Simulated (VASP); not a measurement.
Runs of VASP 6.6.1 on ReBi (zincblende type). The structure is that of space group F-43m (No. 216), or close to it. The cells are those of the table. 

```csv
cell,pressure (GPa)
"a = 4.052 Å, angles 60.0°, 2 atoms",36.0
"a = 3.494 Å, angles 60.0°, 2 atoms",268.2
"a = 3.323 Å, angles 60.0°, 2 atoms",(a)
"a = 4.402 Å, angles 60.0°, 2 atoms",0.0
```

Alike in all rows: task single point; level PBE; potentials or basis VASP PAW PBE potentials, release 64 (Re, Bi_d); no spin polarisation; k mesh 11 × 11 × 11; cutoff (eV) 520; smearing fermi-dirac 0.1 eV.

Q: Fill in the values left out.

A: (a) 443.2.

Caveats: the cell stands under pressure (at least some runs); atoms lie so close that the PAW spheres overlap strongly, which falsifies energies and pressures (at least some runs).
